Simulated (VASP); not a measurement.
# BAs5 (F-43m) in VASP: further runs, part 2 of 2

VASP 6.6.1. The steps go on from the part before.

## (3) Relaxation of cell and atoms, PBE

This run uses another cell than the first one, of 37.86 Å³/atom, 1.004 times its volume.

The input, INCAR:

```
PREC = Accurate
ENCUT = 600
EDIFF = 1E-7
ISMEAR = 0
SIGMA = 0.1
LREAL = F
LASPH = T
NELM = 80
ALGO = Normal
ISIF = 3
LWAVE = F
LCHARG = F
GGA = PE
IBRION = 2
NSW = 100
EDIFFG = -0.01
```

The input, KPOINTS:

```
Automatic mesh
0
Gamma
  8 8 8
```

The input, POSCAR:

```
BAs5
1.0
    0.0000000000      4.8427243438      4.8427243438
    4.8427243438      0.0000000000      4.8427243438
    4.8427243438      4.8427243438      0.0000000000
B As
1 5
Direct
    0.0000000000      0.0000000000      0.0000000000
    0.2500000000      0.2500000000      0.2500000000
    0.4051556537      0.7845330390      0.4051556537
    0.4051556537      0.4051556537      0.4051556537
    0.7845330390      0.4051556537      0.4051556537
    0.4051556537      0.4051556537      0.7845330390
```

Potentials or basis: VASP PAW PBE potentials, release 64 (B, As).

Started as:

```sh
> cat potpaw_PBE.64/B/POTCAR potpaw_PBE.64/As/POTCAR > POTCAR
> mpirun -np 1 vasp_std > vasp.out
```

OUTCAR:

```text
PREC = Accurate
   ENCUT = 600
   EDIFF = 1E-7
   ISMEAR = 0
   LREAL = F
   LASPH = T
   NELM = 80
   ISIF = 3
   GGA = PE
   IBRION = 2
   NSW = 100
   EDIFFG = -0.01

 ion  position               nearest neighbor table
   1  0.000  0.000  0.000-
   2  0.250  0.250  0.250-   3 2.60   5 2.60   6 2.60   4 2.60
   3  0.405  0.785  0.405-   4 2.60   5 2.60   6 2.60   2 2.60
   4  0.405  0.405  0.405-   3 2.60   5 2.60   6 2.60   2 2.60
   5  0.785  0.405  0.405-   3 2.60   4 2.60   6 2.60   2 2.60
   6  0.405  0.405  0.785-   3 2.60   4 2.60   5 2.60   2 2.60

  LATTYP: Found a face centered cubic cell.
 ALAT       =     9.6854486876

  Lattice vectors:

 A1 = (   0.0000000000,   4.8427243438,   4.8427243438)
 A2 = (   4.8427243438,   0.0000000000,   4.8427243438)
 A3 = (   4.8427243438,   4.8427243438,   0.0000000000)

Analysis of symmetry for initial positions (statically):
=====================================================================
 Subroutine PRICEL returns:
 Original cell was already a primitive cell.

 Routine SETGRP: Setting up the symmetry group for a
 face centered cubic supercell.

 Subroutine GETGRP returns: Found 24 space group operations
 (whereof 24 operations were pure point group operations)
 out of a pool of 48 trial point group operations.

The static configuration has the point symmetry T_d .

Analysis of symmetry for dynamics (positions and initial velocities):
=====================================================================
 Subroutine PRICEL returns:
 Original cell was already a primitive cell.

 Routine SETGRP: Setting up the symmetry group for a
 face centered cubic supercell.

 Subroutine GETGRP returns: Found 24 space group operations
 (whereof 24 operations were pure point group operations)
 out of a pool of 48 trial point group operations.

The dynamic configuration has the point symmetry T_d .

 Subroutine INISYM returns: Found 24 space group operations
 (whereof 24 operations are pure point group operations),
 and found     1 'primitive' translations

[... 126 lines left out ...]
   LORBIT       =      0    0 simple, 1 ext, 2 COOP (PROOUT), +10 PAW based schemes
   GGA     = PE    functional components
   LHFCALC =     F    Hartree Fock is set to
   AEXX    =    0.0000 exact exchange contribution
   IVDW    =     0    specifies the selected vdW correction
   LEPSILON=     F    determine dielectric tensor
   LRPA    =     F    only Hartree local field effects (RPA)
 conjugate gradient relaxation of ions
 non-spin polarized calculation
 Gauss-broadening in eV      SIGMA  =   0.10
  energy-cutoff  :      600.00
  volume of cell :      227.14
 maximum number of plane-waves:      7640
   NGX = 27   NGY = 27   NGZ = 27

--------------------------------------- Ionic step        1  -------------------------------------------

 number of electron      28.0000000 magnetization

 Free energy of the ion-electron system (eV)
  ---------------------------------------------------
  ext. energy  EPLUGINS =         0.00000000
  ---------------------------------------------------
  free energy    TOTEN  =       -21.56609345 eV

  energy without entropy =      -21.53464836  energy(sigma->0) =      -21.55037091

------------------------ aborting loop because EDIFF is reached ----------------------------------------

  FORCE on cell =-STRESS in cart. coord.  units (eV):
  Direction    XX          YY          ZZ          XY          YZ          ZX
  --------------------------------------------------------------------------------------
  -------------------------------------------------------------------------------------
  Total       -0.0259765     -0.0259765     -0.0259765      0.0000000      0.0000000      0.0000000
  in kB       -0.1832278     -0.1832278     -0.1832278      0.0000000      0.0000000      0.0000000
  external PRESSURE =      -0.1832278 kB  Pullay stress =       0.0000000 kB
[... 107 lines left out ...]
--------------------------------------- Ionic step        4  -------------------------------------------

 number of electron      28.0000000 magnetization

 Free energy of the ion-electron system (eV)
  ---------------------------------------------------
  ext. energy  EPLUGINS =         0.00000000
  ---------------------------------------------------
  free energy    TOTEN  =       -21.56639990 eV

  energy without entropy =      -21.53500316  energy(sigma->0) =      -21.55070153

 E-fermi :   0.6273     XC(G=0):  -6.9286

 val. band max:        0.5701742223   @ k =  -0.1250   0.1250   0.0000
 cond. band min:       0.6338172467   @ k =   0.1250   0.1250   0.0000
 fundamental gap:      0.0636430244
 Fermi energy:         0.6272744538

 k-point     1 :       0.0000    0.0000    0.0000
  band No.  band energies     occupation
      1     -13.3067      2.00000
      2     -10.3755      2.00000
      3      -9.2058      2.00000
      4      -9.2058      2.00000
      5      -9.2058      2.00000
      6      -5.1260      2.00000
[... 481 lines left out ...]
      5      -7.6820      2.00000
      6      -5.1559      2.00000
[... 10 lines left out ...]
     17       1.1372      0.00000
     18       1.2332      0.00000

 [... further k-points ...]
[... 5 lines left out ...]
  --------------------------------------------------------------------------------------
  -------------------------------------------------------------------------------------
  Total        0.0110706      0.0110706      0.0110706      0.0000000      0.0000000     -0.0000000
  in kB        0.0783351      0.0783351      0.0783351      0.0000000      0.0000000     -0.0000000
  external PRESSURE =       0.0783351 kB  Pullay stress =       0.0000000 kB
[... 21 lines left out ...]
  FREE ENERGIE OF THE ION-ELECTRON SYSTEM (eV)
  ---------------------------------------------------
  free  energy   TOTEN  =       -21.5663998958 eV

  energy  without entropy=      -21.5350031642  energy(sigma->0) =      -21.55070153

 reached required accuracy - stopping structural energy minimisation
```

OSZICAR:

```text
N       E                     dE             d eps       ncg     rms          rms(c)
DAV:   1     0.140265858325E+03    0.14027E+03   -0.10852E+04  1044   0.136E+03
DAV:   2    -0.788137166562E+01   -0.14815E+03   -0.14537E+03  1434   0.184E+02
DAV:   3    -0.217939458983E+02   -0.13913E+02   -0.13773E+02  1242   0.609E+01
[... 34 lines left out ...]
DAV:   3    -0.215664405335E+02    0.31252E-03   -0.12809E-03  1260   0.660E-02    0.269E-02
DAV:   4    -0.215663993300E+02    0.41204E-04   -0.15265E-04  1154   0.538E-02    0.590E-03
DAV:   5    -0.215663997153E+02   -0.38534E-06   -0.51562E-06  1634   0.105E-02    0.342E-03
DAV:   6    -0.215663998655E+02   -0.15018E-06   -0.50633E-07  1256   0.390E-03    0.163E-03
DAV:   7    -0.215663998958E+02   -0.30304E-07   -0.12290E-07   626   0.209E-03
   4 F= -.21566400E+02 E0= -.21550702E+02  d E =-.539249E-04
```

CONTCAR:

```text
BAs5
   1.00000000000000
    -0.0000000000000000    4.8376278903588448    4.8376278903588448
     4.8376278903588448    0.0000000000000000    4.8376278903588448
     4.8376278903588448    4.8376278903588448    0.0000000000000000
  B               As
     1     5
Direct
     0.0000000000000000    0.0000000000000000    0.0000000000000000
     0.2500000000000000    0.2500000000000000    0.2500000000000000
     0.4049374901096850    0.7851875297709469    0.4049374901096850
     0.4049374901096850    0.4049374901096850    0.4049374901096850
     0.7851875297709469    0.4049374901096850    0.4049374901096850
     0.4049374901096850    0.4049374901096850    0.7851875297709469

  0.00000000E+00  0.00000000E+00  0.00000000E+00
  0.00000000E+00  0.00000000E+00  0.00000000E+00
  0.00000000E+00  0.00000000E+00  0.00000000E+00
  0.00000000E+00  0.00000000E+00  0.00000000E+00
  0.00000000E+00  0.00000000E+00  0.00000000E+00
  0.00000000E+00  0.00000000E+00  0.00000000E+00
```

Wall time 4.1 min (1 thread of Intel Xeon 6975P-C (Granite Rapids), shared host); peak memory 0.53 GiB.

What came out:

| Quantity | Value |
| --- | --- |
| Free energy | -21.5664 eV |
| Relaxed volume | 37.74 Å³/atom |
| Relaxed cell | a = 6.841 Å, b = 6.841 Å, c = 6.841 Å, α = 60.00°, β = 60.00°, γ = 60.00° |
| Space group after relaxing (to 0.05 Å) | F-43m (No. 216) |
| Energy gained by relaxing | 0.1 meV/atom |
| Ionic steps | 4 |
| Pressure after relaxing | 0.0 GPa |
| Band gap on the k mesh | zero (band 14 reaches 0.78 eV, above the bottom of band 15 at 0.54 eV) |

Step by step:
```csv
step,energy change (eV),largest force (eV/Å),pressure (GPa),volume (Å³)
1,0.0000,0.0377,-0.02,227.14
2,-0.0002,0.0128,-0.03,227.00
3,-0.0003,0.0059,-0.05,226.89
4,-0.0003,0.0005,0.01,226.43
```

Final structure:
```xyz
6
Lattice="0.0000 4.8376 4.8376 4.8376 0.0000 4.8376 4.8376 4.8376 0.0000" Properties=species:S:1:pos:R:3 pbc="T T T"
B     0.0000    0.0000    0.0000
As    2.4188    2.4188    2.4188
As    5.7574    3.9179    5.7574
As    3.9179    3.9179    3.9179
As    3.9179    5.7574    5.7574
As    5.7574    5.7574    3.9179
```

Levels at points of the mesh, in eV from the Fermi level:
```tsv
k point	band 11	band 12	band 13	band 14	band 15	band 16	band 17	band 18
(0.00, 0.00, 0.00)	-1.93	-1.93	0.07	0.07	0.07	0.84	0.84	0.84
(0.50, 0.00, 0.00)	-1.94	-1.94	-0.49	-0.49	0.08	0.48	0.49	0.49
(0.50, 0.50, 0.00)	-1.90	-1.53	-1.49	-1.49	0.09	0.47	0.47	1.01
```
